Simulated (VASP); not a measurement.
Here is a VASP 6.6.1 calculation.

POSCAR

```
HgTe
1.0
    0.0000000000      3.2145000000      3.2145000000
    3.2145000000      0.0000000000      3.2145000000
    3.2145000000      3.2145000000      0.0000000000
Hg Te
1 1
Direct
    0.0000000000      0.0000000000      0.0000000000
    0.7500000000      0.7500000000      0.7500000000
```

INCAR.step1

```
SYSTEM = HgTe
PREC = Accurate
ENCUT = 600
EDIFF = 1E-5
ISMEAR = -1
SIGMA = 0.05
LREAL = .False.
LASPH = .True.
NELM = 60
ALGO = Normal
LWAVE = .True.
LCHARG = .False.
GGA = PE
NBANDS = 16
```

File INCAR.step2:

```
SYSTEM = HgTe
PREC = Accurate
ENCUT = 600
EDIFF = 1E-6
ISMEAR = -1
SIGMA = 0.05
LREAL = .False.
LASPH = .True.
NELM = 60
ALGO = Normal
ISIF = 3
LWAVE = .False.
LCHARG = .False.
GGA = PS
LHFCALC = .True.
AEXX = 0.25
HFSCREEN = 0.207
PRECFOCK = Normal
IBRION = 2
NSW = 60
EDIFFG = -0.01
ISTART = 1
```

File KPOINTS:

```
Automatic mesh
0
Gamma
  4 4 4
  0 0 0
```

Potentials or basis: VASP PAW PBE potentials, release 64 (Hg, Te).

Launch:

```bash
$ cat potpaw_PBE.64/Hg/POTCAR potpaw_PBE.64/Te/POTCAR > POTCAR
$ cp INCAR.step1 INCAR
$ mpirun -np 1 vasp_std > vasp.out
$ cp INCAR.step2 INCAR
$ mpirun -np 1 vasp_std > vasp.out
```

**Question.** What does it give for the space group after relaxing (to 0.05 Å)?

**Answer.** F-43m (No. 216).

**Question.** Estimate the band gap on the k mesh.

**Answer.** Zero (filled and empty bands touch).

The path:
| step | energy change (eV) | largest force (eV/Å) | pressure (GPa) | volume (Å³) |
| --- | --- | --- | --- | --- |
| 1 | 0.0000 | 0.0000 | 1.57 | 66.43 |
| 2 | -0.0085 | 0.0000 | -0.62 | 69.60 |
| 3 | -0.0104 | 0.0000 | -0.01 | 68.62 |

Caveat: the k points lie up to 0.42 Å⁻¹ apart in the final cell; the PAW data sets were made with another functional, which shifts forces and pressure a little; spin-orbit coupling is left out, which moves the levels of the heavy elements. Zero-point motion and thermal expansion aren't in these numbers.
